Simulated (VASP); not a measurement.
# In (I4/mmm) in VASP: further runs

Runs on In. Level: PBEsol. Tasks: single point.

All numbers are computed with VASP 6.6.1; they aren't measurements. Logs are shortened: lines on timing, memory, paths and dates and some standing lists are left out, and cuts for length are marked.

**1. The cell of the first run**

Symmetry: I4/mmm, No. 139, tetragonal system. Conventional cell: a = 3.204 Å, b = 3.204 Å, c = 5.022 Å, α = 90.00°, β = 90.00°, γ = 90.00°. In (site symmetry 4/mmm) has 12 In at 3.20 to 3.38 Å within 4.2 Å.

**2. Single point, PBEsol (strain -0.015 along x and y, +0.015 along z)**

Input file INCAR:

```
SYSTEM = In
PREC     = Accurate       ! precision mode
ENCUT    = 520            ! plane-wave cutoff, eV
EDIFF    = 1E-6           ! SCF threshold, eV
ISMEAR   = 0              ! smearing method
SIGMA    = 0.15           ! smearing width, eV
LREAL    = .False.        ! projectors in reciprocal space
LASPH    = .True.         ! aspherical terms in the spheres
NELM     = 80             ! most SCF steps
ALGO     = Fast           ! electronic algorithm
ISIF     = 2              ! what is computed and relaxed
LWAVE    = .False.        ! write WAVECAR
LCHARG   = .True.         ! write CHGCAR
GGA      = PS             ! functional
LELF     = .True.         ! ELF
LVHAR    = .True.       
NBANDS   = 12             ! bands
```

Input file KPOINTS:

```
Automatic mesh
0
Gamma
  20 20 20
  0 0 0
```

Input file POSCAR:

```
In
1.0
   -1.6017577500      1.6017577500      2.5110592500
    1.6017577500     -1.6017577500      2.5110592500
    1.6017577500      1.6017577500     -2.5110592500
In
1
Direct
    0.0000000000      0.0000000000      0.0000000000
```

Potentials or basis: VASP PAW PBE potentials, release 64 (In_d).

Started as:

```sh
$ cat potpaw_PBE.64/In_d/POTCAR > POTCAR
$ mpirun -np 1 vasp_std > vasp.out
```

OUTCAR:

```text
SYSTEM = In
   PREC = Accurate
   ENCUT = 520
   EDIFF = 1E-6
   ISMEAR = 0
   LREAL = .False.
   LASPH = .True.
   NELM = 80
   ISIF = 2
   GGA = PS

 ion  position               nearest neighbor table
   1  0.000  0.000  0.000-

  LATTYP: Found a body centered tetragonal cell.
 ALAT       =     3.2035155000
 C/A-ratio  =     1.5676897771

  Lattice vectors:

 A1 = (  -1.6017577500,   1.6017577500,   2.5110592500)
 A2 = (   1.6017577500,  -1.6017577500,   2.5110592500)
 A3 = (   1.6017577500,   1.6017577500,  -2.5110592500)

Analysis of symmetry for initial positions (statically):
=====================================================================
 Subroutine PRICEL returns:
 Original cell was already a primitive cell.

 Routine SETGRP: Setting up the symmetry group for a
 body centered tetragonal supercell.

 Subroutine GETGRP returns: Found 16 space group operations
 (whereof 16 operations were pure point group operations)
 out of a pool of 16 trial point group operations.

The static configuration has the point symmetry D_4h.

Analysis of symmetry for dynamics (positions and initial velocities):
=====================================================================
 Subroutine PRICEL returns:
 Original cell was already a primitive cell.

 Routine SETGRP: Setting up the symmetry group for a
 body centered tetragonal supercell.

 Subroutine GETGRP returns: Found 16 space group operations
 (whereof 16 operations were pure point group operations)
 out of a pool of 16 trial point group operations.

The dynamic configuration has the point symmetry D_4h.

 Subroutine INISYM returns: Found 16 space group operations
 (whereof 16 operations are pure point group operations),
 and found     1 'primitive' translations

----------------------------------------------------------------------------------------

                                     Primitive cell

  volume of cell :      25.7698

  direct lattice vectors                    reciprocal lattice vectors
    -1.601757750  1.601757750  2.511059250     0.000000000  0.312157066  0.199119157
     1.601757750 -1.601757750  2.511059250     0.312157066  0.000000000  0.199119157
     1.601757750  1.601757750 -2.511059250     0.312157066  0.312157066  0.000000000

  length of vectors
     3.381815243  3.381815243  3.381815243     0.370257306  0.370257306  0.441456757

  position of ions in fractional coordinates (direct lattice)
     0.000000000  0.000000000  0.000000000

  ion indices of the primitive-cell ions
   primitive index   ion index
                 1           1

----------------------------------------------------------------------------------------

 KPOINTS: Automatic mesh

Automatic generation of k-mesh.
 Grid dimensions read from file:
 generate k-points for:   20   20   20

 Generating k-lattice:

  Cartesian coordinates                     Fractional coordinates (reciprocal lattice)
     0.000000000  0.015607853  0.009955958     0.050000000  0.000000000 -0.000000000
     0.015607853  0.000000000  0.009955958     0.000000000  0.050000000 -0.000000000
     0.015607853  0.015607853  0.000000000     0.000000000  0.000000000  0.050000000

  Length of vectors
     0.018512865  0.018512865  0.022072838

  Shift w.r.t. Gamma in fractional coordinates (k-lattice)
     0.000000000  0.000000000  0.000000000

 Subroutine IBZKPT returns following result:
 ===========================================

 Found    641 irreducible k-points:

 Following reciprocal coordinates:
            Coordinates               Weight
  0.000000  0.000000  0.000000      1.000000
  0.050000  0.000000  0.000000      8.000000
  0.100000  0.000000  0.000000      8.000000
  0.150000 -0.000000  0.000000      8.000000
  0.200000  0.000000  0.000000      8.000000
  0.250000  0.000000  0.000000      8.000000
[... 16 lines left out ...]
 -0.400000  0.050000  0.000000     16.000000
 -0.350000  0.050000  0.000000     16.000000
 [... further k-points ...]
   k-points           NKPTS =    641   k-points in BZ     NKDIM =    641   number of bands    NBANDS=     12
   number of dos      NEDOS =    301   number of ions     NIONS =      1
   total plane-waves  NPLWV =  21952
   dimension x,y,z NGX =    28 NGY =   28 NGZ =   28
   dimension x,y,z NGXF=    56 NGYF=   56 NGZF=   56
   ions per type =               1
   NGX,Y,Z   is equivalent  to a cutoff of  13.76, 13.76, 13.76 a.u.
   NGXF,Y,Z  is equivalent  to a cutoff of  27.53, 27.53, 27.53 a.u.
 SYSTEM =  In
   PREC   = accura    normal or accurate (medium, high low for compatibility)
   ISTART =      0    job   : 0-new  1-cont  2-samecut
   ICHARG =      2    charge: 1-file 2-atom 10-const
   ISPIN  =      1    spin polarized calculation?
   LNONCOLLINEAR =      F non collinear calculations
   LSORBIT =      F    spin-orbit coupling
   LASPH  =      T    aspherical Exc in radial PAW
   ENCUT  =  520.0 eV  38.22 Ry    6.18 a.u.   6.29  6.29  6.29*2*pi/ulx,y,z
   NELM   =     80;   NELMIN=  2; NELMDL= -5     # of ELM steps
   EDIFF  = 0.1E-05   stopping-criterion for ELM
   LREAL  =      F    real-space projection
   EDIFFG = 0.1E-04   stopping-criterion for IOM
   NSW    =      0    number of steps for IOM
   IBRION =     -1    ionic relax: 0-MD 1-quasi-New 2-CG
   NFREE  =      0    steps in history (QN), initial steepest desc. (CG)
   ISIF   =      2    stress and relaxation
   ISYM   =      2    0-nonsym 1-usesym 2-fastsym
   POTIM  = 0.5000    time-step for ionic-motion
   TEBEG  =    0.0;   TEEND  =   0.0 temperature during run
   PSTRESS=    0.0 pullay stress
   NELECT =      13.0000    total number of electrons
   NUPDOWN=      -1.0000    fix difference up-down
   EMIN   =  10.00;   EMAX   =-10.00  energy-range for DOS
   EFERMI =   0.00;   METHOD = LEGACY
   ISMEAR =     0;   SIGMA  =   0.15  broadening in eV -4-tet -1-fermi 0-gaus
   EFERMI_NEDOS =   21; number of points for ismear=-14 and -15
   IALGO  =     68    algorithm
   IMIX   =      4    mixing-type and parameters
     AMIX     =   0.40;   BMIX     =  1.00
     AMIX_MAG =   1.60;   BMIX_MAG =  1.00
  volume/ion in A,a.u.               =      25.77       173.90
  Fermi-wavevector in a.u.,A,eV,Ry     =   1.303224  2.462736 23.108037  1.698393
  Thomas-Fermi vector in A             =   2.434240
   LORBIT       =      0    0 simple, 1 ext, 2 COOP (PROOUT), +10 PAW based schemes
   GGA     = PS    functional components
   LHFCALC =     F    Hartree Fock is set to
   AEXX    =    0.0000 exact exchange contribution
   IVDW    =     0    specifies the selected vdW correction
   LEPSILON=     F    determine dielectric tensor
   LRPA    =     F    only Hartree local field effects (RPA)
 non-spin polarized calculation
 RMM-DIIS sequential band-by-band and
 Gauss-broadening in eV      SIGMA  =   0.15
  energy-cutoff  :      520.00
  volume of cell :       25.77
 maximum number of plane-waves:       709
 NGX is ok and might be reduce to    28
   NGX = 13   NGY = 13   NGZ = 13

 number of electron      13.0000002 magnetization

 Free energy of the ion-electron system (eV)
  ---------------------------------------------------
  ext. energy  EPLUGINS =         0.00000000
  ---------------------------------------------------
  free energy    TOTEN  =        -2.98552869 eV

  energy without entropy =       -2.97989417  energy(sigma->0) =       -2.98271143

 E-fermi :   7.5218     XC(G=0): -10.4768

 val. band max:        7.5184129869   @ k =  -0.3500   0.4000   0.2500
 cond. band min:       7.5232606899   @ k =  -0.3000   0.3000   0.3000
 fundamental gap:      0.0048477030
 Fermi energy:         7.5218342374

 k-point     1 :       0.0000    0.0000    0.0000
  band No.  band energies     occupation
      1      -7.1428      2.00000
      2      -6.9823      2.00000
      3      -6.9823      2.00000
      4      -6.9385      2.00000
      5      -6.7839      2.00000
      6      -2.1439      2.00000
      7      18.1832      0.00000
      8      18.1832      0.00000
      9      18.3991      0.00000
     10      19.2029      0.00000
     11      21.6428      0.00000
     12      21.8044      0.00000

 k-point     2 :       0.0500    0.0000    0.0000
  band No.  band energies     occupation
      1      -7.1378      2.00000
      2      -6.9832      2.00000
      3      -6.9783      2.00000
      4      -6.9373      2.00000
      5      -6.7861      2.00000
      6      -2.0884      2.00000
      7      17.4641      0.00000
      8      18.1224      0.00000
      9      18.1701      0.00000
     10      19.0755      0.00000
     11      21.7328      0.00000
     12      21.9347      0.00000

 k-point     3 :       0.1000    0.0000    0.0000
  band No.  band energies     occupation
      1      -7.1247      2.00000
      2      -6.9876      2.00000
      3      -6.9671      2.00000
      4      -6.9307      2.00000
      5      -6.7919      2.00000
      6      -1.9211      2.00000
      7      15.8768      0.00000
      8      17.7283      0.00000
      9      17.9675      0.00000
     10      19.0237      0.00000
     11      21.1660      0.00000
     12      22.3760      0.00000
[... 286 lines left out ...]
 k-point    23 :      -0.4000    0.0500    0.0000
  band No.  band energies     occupation
      1      -7.0953      2.00000
      2      -7.0737      2.00000
      3      -6.9556      2.00000
      4      -6.7584      2.00000
      5      -6.7035      2.00000
      6       1.3051      2.00000
      7       6.6598      2.00000
      8      14.7009      0.00000
      9      16.8808      0.00000
     10      18.5939      0.00000
     11      19.2300      0.00000
     12      21.6994      0.00000

 k-point    24 :      -0.3500    0.0500    0.0000
  band No.  band energies     occupation
      1      -7.0841      2.00000
      2      -7.0642      2.00000
      3      -6.9449      2.00000
      4      -6.7841      2.00000
      5      -6.7400      2.00000
      6       0.4763      2.00000
      7       8.0947      0.00000
      8      14.9428      0.00000
      9      16.9885      0.00000
     10      18.9209      0.00000
     11      19.5235      0.00000
     12      21.6140      0.00000

 [... further k-points ...]

------------------------ aborting loop because EDIFF is reached ----------------------------------------

  FORCE on cell =-STRESS in cart. coord.  units (eV):
  Direction    XX          YY          ZZ          XY          YZ          ZX
  --------------------------------------------------------------------------------------
  -------------------------------------------------------------------------------------
  Total       -0.0475071     -0.0475071     -0.0537368      0.0000000      0.0000000      0.0000000
  in kB       -2.9536439     -2.9536439     -3.3409659      0.0000000      0.0000000      0.0000000
  external PRESSURE =      -3.0827512 kB  Pullay stress =       0.0000000 kB

 VOLUME and BASIS-vectors are now :
 -----------------------------------------------------------------------------
  energy-cutoff  :      520.00
  volume of cell :       25.77
      direct lattice vectors                 reciprocal lattice vectors
    -1.601757750  1.601757750  2.511059250     0.000000000  0.312157066  0.199119157
     1.601757750 -1.601757750  2.511059250     0.312157066  0.000000000  0.199119157
     1.601757750  1.601757750 -2.511059250     0.312157066  0.312157066  0.000000000

 POSITION                                       TOTAL-FORCE (eV/Angst)
 -----------------------------------------------------------------------------------
      0.00000      0.00000      0.00000        -0.000000      0.000000      0.000000
 -----------------------------------------------------------------------------------
    total drift:                               -0.000000     -0.000000     -0.000000

  FREE ENERGIE OF THE ION-ELECTRON SYSTEM (eV)
  ---------------------------------------------------
  free  energy   TOTEN  =        -2.9855286856 eV

  energy  without entropy=       -2.9798941660  energy(sigma->0) =       -2.98271143
```

It took 2 min on 1 thread of Intel Xeon 6975P-C (Granite Rapids), shared host; peak memory 0.3 GiB.

What came out:

- Free energy: -2.9855 eV
- Pressure: -0.3 GPa

Caveat: the cell differs from its parent crystal (strain -0.015 along x and y, +0.015 along z); the PAW data sets were made with another functional, which shifts forces and pressure a little; spin-orbit coupling is left out, which moves the levels of the heavy elements.

[end of part 1 of 2]
